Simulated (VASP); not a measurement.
# Mo (I4/mmm) in VASP: a series of runs

The runs below take Mo through single point, with r2SCAN.

All numbers are computed with VASP 6.6.1; they aren't measurements. Logs are shortened: lines on timing, memory, paths and dates and some standing lists are left out, and cuts for length are marked.

### 1 The cell of the first run

The structure is tetragonal, space group I4/mmm (No. 139). Conventional cell: a = 3.142 Å, b = 3.142 Å, c = 2.953 Å, α = 90.00°, β = 90.00°, γ = 90.00°. Within 3.5 Å of Mo (site symmetry 4/mmm) lie 14 Mo at 2.67 to 3.14 Å.

### 2 Single point, r2SCAN (strain -0.0600 x Voigt [1, 0, 0, 0, 0, 0])

File POSCAR:

```
Mo
1.0
   -1.4767400000      1.5710000000      1.5710000000
    1.4767400000     -1.5710000000      1.5710000000
    1.4767400000      1.5710000000     -1.5710000000
Mo
1
Direct
    0.0000000000      0.0000000000      0.0000000000
```

File INCAR.step1:

```
ALGO = Normal
EDIFF = 1E-4
ENCUT = 520
GGA = PE
ISMEAR = 0
LASPH = True
LCHARG = False
LREAL = False
LWAVE = True
NBANDS = 13
NELM = 60
PREC = Accurate
SIGMA = 0.15
```

File INCAR.step2:

```
ALGO = Normal
EDIFF = 1E-6
ENCUT = 520
ISIF = 2
ISMEAR = 0
ISTART = 1
LASPH = True
LCHARG = False
LMIXTAU = True
LREAL = False
LWAVE = False
METAGGA = R2SCAN
NBANDS = 13
NELM = 60
PREC = Accurate
SIGMA = 0.15
```

File KPOINTS:

```
k-points
0
Gamma
  22 22 22
```

Potentials or basis: VASP PAW PBE potentials, release 64 (Mo_sv).

On the command line:

```console
> cat potpaw_PBE.64/Mo_sv/POTCAR > POTCAR
> cp INCAR.step1 INCAR
> mpirun -np 1 vasp_std > vasp.out
> cp INCAR.step2 INCAR
> mpirun -np 1 vasp_std > vasp.out
```

OUTCAR:

```text
EDIFF = 1E-6
   ENCUT = 520
   ISIF = 2
   ISMEAR = 0
   ISTART = 1
   LASPH = True
   LREAL = False
   METAGGA = R2SCAN
   NELM = 60
   PREC = Accurate

 ion  position               nearest neighbor table
   1  0.000  0.000  0.000-

  LATTYP: Found a body centered tetragonal cell.
 ALAT       =     3.1420000000
 C/A-ratio  =     0.9400000000

  Lattice vectors:

 A1 = (  -1.4767400000,   1.5710000000,  -1.5710000000)
 A2 = (  -1.4767400000,  -1.5710000000,   1.5710000000)
 A3 = (   1.4767400000,   1.5710000000,   1.5710000000)

Analysis of symmetry for initial positions (statically):
=====================================================================
 Subroutine PRICEL returns:
 Original cell was already a primitive cell.

 Routine SETGRP: Setting up the symmetry group for a
 body centered tetragonal supercell.

 Subroutine GETGRP returns: Found 16 space group operations
 (whereof 16 operations were pure point group operations)
 out of a pool of 16 trial point group operations.

The static configuration has the point symmetry D_4h.

Analysis of symmetry for dynamics (positions and initial velocities):
=====================================================================
 Subroutine PRICEL returns:
 Original cell was already a primitive cell.

 Routine SETGRP: Setting up the symmetry group for a
 body centered tetragonal supercell.

 Subroutine GETGRP returns: Found 16 space group operations
 (whereof 16 operations were pure point group operations)
 out of a pool of 16 trial point group operations.

The dynamic configuration has the point symmetry D_4h.

 Subroutine INISYM returns: Found 16 space group operations
 (whereof 16 operations are pure point group operations),
 and found     1 'primitive' translations

----------------------------------------------------------------------------------------

                                     Primitive cell

  volume of cell :      14.5786

  direct lattice vectors                    reciprocal lattice vectors
    -1.476740000  1.571000000  1.571000000     0.000000000  0.318268619  0.318268619
     1.476740000 -1.571000000  1.571000000     0.338583637  0.000000000  0.318268619
     1.476740000  1.571000000 -1.571000000     0.338583637  0.318268619  0.000000000

  length of vectors
     2.667741185  2.667741185  2.667741185     0.450099797  0.464686769  0.464686769

  position of ions in fractional coordinates (direct lattice)
     0.000000000  0.000000000  0.000000000

  ion indices of the primitive-cell ions
   primitive index   ion index
                 1           1

----------------------------------------------------------------------------------------

 KPOINTS: k-points

Automatic generation of k-mesh.
 Grid dimensions read from file:
 generate k-points for:   22   22   22

 Generating k-lattice:

  Cartesian coordinates                     Fractional coordinates (reciprocal lattice)
     0.000000000  0.014466755  0.014466755     0.045454545  0.000000000  0.000000000
     0.015390165  0.000000000  0.014466755     0.000000000  0.045454545 -0.000000000
     0.015390165  0.014466755  0.000000000     0.000000000 -0.000000000  0.045454545

  Length of vectors
     0.020459082  0.021122126  0.021122126

  Shift w.r.t. Gamma in fractional coordinates (k-lattice)
     0.000000000  0.000000000  0.000000000

 Subroutine IBZKPT returns following result:
 ===========================================

 Found    834 irreducible k-points:

 Following reciprocal coordinates:
            Coordinates               Weight
  0.000000  0.000000  0.000000      1.000000
  0.045455  0.000000  0.000000      4.000000
  0.090909  0.000000  0.000000      4.000000
  0.136364  0.000000  0.000000      4.000000
  0.181818  0.000000  0.000000      4.000000
  0.227273  0.000000  0.000000      4.000000
[... 16 lines left out ...]
  0.454545  0.045455  0.000000     16.000000
 -0.000000  0.090909  0.000000      8.000000
 [... further k-points ...]
   k-points           NKPTS =    834   k-points in BZ     NKDIM =    834   number of bands    NBANDS=     13
   number of dos      NEDOS =    301   number of ions     NIONS =      1
   total plane-waves  NPLWV =   8000
   dimension x,y,z NGX =    20 NGY =   20 NGZ =   20
   dimension x,y,z NGXF=    40 NGYF=   40 NGZF=   40
   ions per type =               1
   NGX,Y,Z   is equivalent  to a cutoff of  12.46, 12.46, 12.46 a.u.
   NGXF,Y,Z  is equivalent  to a cutoff of  24.93, 24.93, 24.93 a.u.
 SYSTEM =  unknown system
   PREC   = accura    normal or accurate (medium, high low for compatibility)
   ISTART =      1    job   : 0-new  1-cont  2-samecut
   ICHARG =      0    charge: 1-file 2-atom 10-const
   ISPIN  =      1    spin polarized calculation?
   LNONCOLLINEAR =      F non collinear calculations
   LSORBIT =      F    spin-orbit coupling
   LASPH  =      T    aspherical Exc in radial PAW
   ENCUT  =  520.0 eV  38.22 Ry    6.18 a.u.   4.96  4.96  4.96*2*pi/ulx,y,z
   NELM   =     60;   NELMIN=  2; NELMDL=  0     # of ELM steps
   EDIFF  = 0.1E-05   stopping-criterion for ELM
   LREAL  =      F    real-space projection
   EDIFFG = 0.1E-04   stopping-criterion for IOM
   NSW    =      0    number of steps for IOM
   IBRION =     -1    ionic relax: 0-MD 1-quasi-New 2-CG
   NFREE  =      0    steps in history (QN), initial steepest desc. (CG)
   ISIF   =      2    stress and relaxation
   ISYM   =      2    0-nonsym 1-usesym 2-fastsym
   POTIM  = 0.5000    time-step for ionic-motion
   TEBEG  =    0.0;   TEEND  =   0.0 temperature during run
   PSTRESS=    0.0 pullay stress
   NELECT =      14.0000    total number of electrons
   NUPDOWN=      -1.0000    fix difference up-down
   EMIN   =  10.00;   EMAX   =-10.00  energy-range for DOS
   EFERMI =   0.00;   METHOD = LEGACY
   ISMEAR =     0;   SIGMA  =   0.15  broadening in eV -4-tet -1-fermi 0-gaus
   EFERMI_NEDOS =   21; number of points for ismear=-14 and -15
   IALGO  =     38    algorithm
   IMIX   =      4    mixing-type and parameters
     AMIX     =   0.40;   BMIX     =  1.00
     AMIX_MAG =   1.60;   BMIX_MAG =  1.00
  volume/ion in A,a.u.               =      14.58        98.38
  Fermi-wavevector in a.u.,A,eV,Ry     =   1.615147  3.052185 35.493514  2.608700
  Thomas-Fermi vector in A             =   2.709942
   LORBIT       =      0    0 simple, 1 ext, 2 COOP (PROOUT), +10 PAW based schemes
   METAGGA = R2SCAN    functional components
   LHFCALC =     F    Hartree Fock is set to
   AEXX    =    0.0000 exact exchange contribution
   IVDW    =     0    specifies the selected vdW correction
   LEPSILON=     F    determine dielectric tensor
   LRPA    =     F    only Hartree local field effects (RPA)
 non-spin polarized calculation
 Gauss-broadening in eV      SIGMA  =   0.15
  energy-cutoff  :      520.00
  volume of cell :       14.58
 maximum number of plane-waves:       409
   NGX =  9   NGY =  9   NGZ =  9

 number of electron      14.0000002 magnetization

 Free energy of the ion-electron system (eV)
  ---------------------------------------------------
  ext. energy  EPLUGINS =         0.00000000
  ---------------------------------------------------
  free energy    TOTEN  =       -25.95818341 eV

  energy without entropy =      -25.95186249  energy(sigma->0) =      -25.95502295

 E-fermi :  13.7336     XC(G=0): -15.0826

 val. band max:       13.7317929008   @ k =   0.3182  -0.1364   0.1364
 cond. band min:      13.7387480788   @ k =   0.4545  -0.1818   0.1818
 fundamental gap:      0.0069551780
 Fermi energy:        13.7335852496

 k-point     1 :       0.0000    0.0000    0.0000
  band No.  band energies     occupation
      1     -49.5313      2.00000
      2     -21.8209      2.00000
      3     -21.8209      2.00000
      4     -21.7897      2.00000
      5       5.8472      2.00000
      6      11.6093      2.00000
      7      12.4771      2.00000
      8      12.4771      2.00000
      9      15.1314      0.00000
     10      16.2618      0.00000
     11      28.8911      0.00000
     12      28.8911      0.00000
     13      30.2841      0.00000

 k-point     2 :       0.0455    0.0000    0.0000
  band No.  band energies     occupation
      1     -49.5240      2.00000
      2     -21.8621      2.00000
      3     -21.8202      2.00000
      4     -21.8006      2.00000
      5       5.9478      2.00000
      6      11.6125      2.00000
      7      12.4246      2.00000
      8      12.5711      2.00000
      9      15.0397      0.00000
     10      16.2467      0.00000
     11      28.9740      0.00000
     12      29.1115      0.00000
     13      30.4471      0.00000

 k-point     3 :       0.0909    0.0000    0.0000
  band No.  band energies     occupation
      1     -49.5028      2.00000
      2     -21.9814      2.00000
      3     -21.8325      2.00000
      4     -21.8181      2.00000
      5       6.2385      2.00000
      6      11.6151      2.00000
      7      12.2747      2.00000
      8      12.8504      2.00000
      9      14.8111      0.00000
     10      16.2060      0.00000
     11      29.1920      0.00000
     12      29.7053      0.00000
     13      30.9272      0.00000

 k-point     4 :       0.1364    0.0000    0.0000
  band No.  band energies     occupation
      1     -49.4692      2.00000
      2     -22.1669      2.00000
      3     -21.8825      2.00000
      4     -21.8148      2.00000
      5       6.6828      2.00000
      6      11.6041      2.00000
      7      12.0482      2.00000
      8      13.3069      1.99994
      9      14.5577      0.00000
     10      16.1525      0.00000
     11      29.4456      0.00000
     12      30.4725      0.00000
     13      31.7008      0.00000

 k-point     5 :       0.1818    0.0000    0.0000
  band No.  band energies     occupation
      1     -49.4258      2.00000
      2     -22.4006      2.00000
      3     -21.9461      2.00000
      4     -21.8106      2.00000
      5       7.2105      2.00000
      6      11.5904      2.00000
      7      11.7727      2.00000
      8      13.9261      0.06950
      9      14.3956      0.00000
     10      16.1017      0.00000
     11      29.5614      0.00000
     12      31.0686      0.00000
     13      32.7347      0.00000
[... 257 lines left out ...]
 k-point    22 :       0.4091    0.0455    0.0000
  band No.  band energies     occupation
      1     -49.1767      2.00000
      2     -23.6056      2.00000
      3     -22.3006      2.00000
      4     -21.8040      2.00000
      5       7.9091      2.00000
      6      10.4869      2.00000
      7      14.2301      0.00000
      8      15.1322      0.00000
      9      16.3393      0.00000
     10      18.7660      0.00000
     11      26.8661      0.00000
     12      27.2029      0.00000
     13      34.4092      0.00000

 k-point    23 :       0.4545    0.0455    0.0000
  band No.  band energies     occupation
      1     -49.1615      2.00000
      2     -23.6740      2.00000
      3     -22.3214      2.00000
      4     -21.8027      2.00000
      5       7.8388      2.00000
      6      10.4201      2.00000
      7      14.7237      0.00000
      8      15.0748      0.00000
      9      16.4424      0.00000
     10      19.1869      0.00000
     11      26.6056      0.00000
     12      26.7637      0.00000
     13      33.7818      0.00000

 k-point    24 :      -0.0000    0.0909    0.0000
  band No.  band energies     occupation
      1     -49.5007      2.00000
      2     -21.9658      2.00000
      3     -21.8710      2.00000
      4     -21.8102      2.00000
      5       6.2665      2.00000
      6      11.6024      2.00000
      7      12.3845      2.00000
      8      12.6173      2.00000
      9      15.1072      0.00000
     10      15.9906      0.00000
     11      29.5146      0.00000
     12      29.6242      0.00000
     13      30.7478      0.00000

 [... further k-points ...]

------------------------ aborting loop because EDIFF is reached ----------------------------------------

  FORCE on cell =-STRESS in cart. coord.  units (eV):
  Direction    XX          YY          ZZ          XY          YZ          ZX
  --------------------------------------------------------------------------------------
  -------------------------------------------------------------------------------------
  Total        3.6356287      1.4735343      1.4735343      0.0000000      0.0000000      0.0000000
  in kB      399.5523627    161.9401114    161.9401114      0.0000000      0.0000000      0.0000000
  external PRESSURE =     241.1441952 kB  Pullay stress =       0.0000000 kB

 VOLUME and BASIS-vectors are now :
 -----------------------------------------------------------------------------
  energy-cutoff  :      520.00
  volume of cell :       14.58
      direct lattice vectors                 reciprocal lattice vectors
    -1.476740000  1.571000000  1.571000000     0.000000000  0.318268619  0.318268619
     1.476740000 -1.571000000  1.571000000     0.338583637  0.000000000  0.318268619
     1.476740000  1.571000000 -1.571000000     0.338583637  0.318268619  0.000000000

 POSITION                                       TOTAL-FORCE (eV/Angst)
 -----------------------------------------------------------------------------------
      0.00000      0.00000      0.00000         0.000000     -0.000000      0.000000
 -----------------------------------------------------------------------------------
    total drift:                                0.000000      0.000000      0.000000

  FREE ENERGIE OF THE ION-ELECTRON SYSTEM (eV)
  ---------------------------------------------------
  free  energy   TOTEN  =       -25.9581834063 eV

  energy  without entropy=      -25.9518624886  energy(sigma->0) =      -25.95502295
```

It took 9.5 min on 1 thread of Intel Xeon 8259CL, shared host; peak memory 0.26 GiB.

What came out:

```yaml
Free_energy: -25.9582 eV
Pressure: 24.1 GPa
Band_gap_on_the_k_mesh: zero (bands 7 and 8 overlap by 5.96 eV)
```

Levels at points of the mesh, in eV from the Fermi level:
```
           k point  band 3  band 4  band 5  band 6  band 7  band 8  band 9  band 10  band 11  band 12
(0.00, 0.00, 0.00)  -35.55  -35.52   -7.89   -2.12   -1.26   -1.26    1.40     2.53    15.16    15.16
(0.50, 0.00, 0.00)  -36.04  -35.52   -5.98   -3.33    1.31    1.50    2.48     5.32    12.76    12.97
(0.00, 0.50, 0.00)  -36.16  -35.61   -6.11   -4.24    2.08    2.10    3.28     5.44    12.60    13.62
(0.50, 0.50, 0.50)  -36.89  -36.64   -6.35   -6.18    4.48    4.48    4.71     9.49     9.49    11.24
```

Caveat: the cell differs from its parent crystal (strain -0.0600 x Voigt [1, 0, 0, 0, 0, 0]); the stress differs along the axes, from 16 to 40 GPa; the PAW data sets were made with another functional, which shifts forces and pressure a little.

### 3 Single point, r2SCAN (strain -0.0450 x Voigt [1, 0, 0, 0, 0, 0])

File POSCAR:

```
Mo
1.0
   -1.5003050000      1.5710000000      1.5710000000
    1.5003050000     -1.5710000000      1.5710000000
    1.5003050000      1.5710000000     -1.5710000000
Mo
1
Direct
    0.0000000000      0.0000000000      0.0000000000
```

File INCAR.step1:

```
SYSTEM = Mo
PREC     = Accurate       ! precision mode
ENCUT    = 520            ! plane-wave cutoff, eV
ISMEAR   = 0              ! smearing method
SIGMA    = 0.15           ! smearing width, eV
LREAL    = .FALSE.        ! projectors in reciprocal space
LASPH    = .TRUE.         ! aspherical terms in the spheres
NELM     = 80             ! most SCF steps
NBANDS   = 13             ! bands
GGA      = PE             ! functional
ALGO     = Normal         ! electronic algorithm
EDIFF    = 1E-4           ! SCF threshold, eV
LWAVE    = .TRUE.         ! write WAVECAR
LCHARG   = .FALSE.        ! write CHGCAR
```

File INCAR.step2:

```
SYSTEM = Mo
PREC     = Accurate       ! precision mode
ENCUT    = 520            ! plane-wave cutoff, eV
EDIFF    = 1E-7           ! SCF threshold, eV
ISMEAR   = 0              ! smearing method
SIGMA    = 0.15           ! smearing width, eV
LREAL    = .FALSE.        ! projectors in reciprocal space
LASPH    = .TRUE.         ! aspherical terms in the spheres
NELM     = 80             ! most SCF steps
ALGO     = Normal         ! electronic algorithm
ISIF     = 2              ! what is computed and relaxed
LWAVE    = .FALSE.        ! write WAVECAR
LCHARG   = .FALSE.        ! write CHGCAR
METAGGA  = R2SCAN         ! meta-GGA
LMIXTAU  = .TRUE.       
NBANDS   = 13             ! bands
ISTART   = 1
```

File KPOINTS:

```
Automatic mesh
0
G
  22 22 22
  0 0 0
```

Potentials or basis: VASP PAW PBE potentials, release 64 (Mo_sv).

On the command line:

```console
> cat potpaw_PBE.64/Mo_sv/POTCAR > POTCAR
> cp INCAR.step1 INCAR
> mpirun -np 1 vasp_std > vasp.out
> cp INCAR.step2 INCAR
> mpirun -np 1 vasp_std > vasp.out
```

Run time: 9.9 min. Hardware: 1 thread of Intel Xeon 8259CL, shared host; peak memory 0.26 GiB.

It converged, with:

| Property | Result |
| --- | --- |
| Free energy | -26.0087 eV |
| Pressure | 18.2 GPa |
| Band gap on the k mesh | zero (bands 7 and 8 overlap by 5.89 eV) |

Stress tensor (GPa, compression positive):
```
29.72  0.00  0.00
 0.00 12.50  0.00
 0.00  0.00 12.50
```

Levels at points of the mesh, in eV from the Fermi level:
```csv
k point,band 3,band 4,band 5,band 6,band 7,band 8,band 9,band 10,band 11,band 12
"(0.00, 0.00, 0.00)",-35.59,-35.57,-7.84,-1.94,-1.32,-1.32,1.56,2.37,15.24,15.24
"(0.50, 0.00, 0.00)",-36.08,-35.57,-5.90,-3.42,1.48,1.53,2.51,5.24,12.70,12.81
"(0.00, 0.50, 0.00)",-36.16,-35.63,-5.98,-4.08,1.96,2.08,3.06,5.33,12.57,13.29
"(0.50, 0.50, 0.50)",-36.85,-36.67,-6.18,-6.06,4.40,4.40,4.57,9.50,9.50,10.79
```

Caveat: the cell differs from its parent crystal (strain -0.0450 x Voigt [1, 0, 0, 0, 0, 0]); the stress differs along the axes, from 12 to 30 GPa; the PAW data sets were made with another functional, which shifts forces and pressure a little.

### 4 Single point, r2SCAN (strain -0.0300 x Voigt [1, 0, 0, 0, 0, 0])

File POSCAR:

```
Mo
1.0
   -1.5238700000      1.5710000000      1.5710000000
    1.5238700000     -1.5710000000      1.5710000000
    1.5238700000      1.5710000000     -1.5710000000
Mo
1
Direct
    0.0000000000      0.0000000000      0.0000000000
```

File INCAR.step1:

```
SYSTEM = Mo
PREC = Accurate
ENCUT = 520
ISMEAR = 0
SIGMA = 0.15
LREAL = .FALSE.
LASPH = .TRUE.
NELM = 80
NBANDS = 13
GGA = PE
ALGO = Normal
EDIFF = 1E-4
LWAVE = .TRUE.
LCHARG = .FALSE.
```

File INCAR.step2:

```
SYSTEM = Mo
PREC = Accurate
ENCUT = 520
EDIFF = 1E-6
ISMEAR = 0
SIGMA = 0.15
LREAL = .FALSE.
LASPH = .TRUE.
NELM = 80
ALGO = Normal
ISIF = 2
LWAVE = .FALSE.
LCHARG = .FALSE.
METAGGA = R2SCAN
LMIXTAU = .TRUE.
NBANDS = 13
ISTART = 1
```

File KPOINTS:

```
regular mesh
0
G
  22 22 22
  0 0 0
```

On the command line:

```console
> cat potpaw_PBE.64/Mo_sv/POTCAR > POTCAR
> cp INCAR.step1 INCAR
> mpirun -np 1 vasp_std > vasp.out
> cp INCAR.step2 INCAR
> mpirun -np 1 vasp_std > vasp.out
```

Wall time 7.4 min (1 thread of Intel Xeon 8259CL, shared host); peak memory 0.26 GiB.

The run converged. Its results:

```
Free energy            : -26.0450 eV
Pressure               : 12.9 GPa
Band gap on the k mesh : zero (bands 7 and 8 overlap by 5.73 eV)
```

Stress tensor (GPa, compression positive):
```
20.22  0.00  0.00
 0.00  9.22  0.00
 0.00  0.00  9.22
```

Levels at points of the mesh, in eV from the Fermi level:
```csv
k point,band 4,band 5,band 6,band 7,band 8,band 9,band 10,band 11
"(0.00, 0.00, 0.00)",-35.60,-7.79,-1.76,-1.36,-1.36,1.70,2.22,15.33
"(0.50, 0.00, 0.00)",-35.60,-5.81,-3.49,1.56,1.64,2.56,5.16,12.65
"(0.00, 0.50, 0.00)",-35.64,-5.86,-3.92,1.84,2.06,2.87,5.22,12.56
"(0.50, 0.50, 0.50)",-36.69,-6.02,-5.93,4.33,4.33,4.44,9.51,9.51
```

Caveat: the cell differs from its parent crystal (strain -0.0300 x Voigt [1, 0, 0, 0, 0, 0]); the stress differs along the axes, from 9 to 20 GPa; the PAW data sets were made with another functional, which shifts forces and pressure a little.

[end of part 1 of 2]
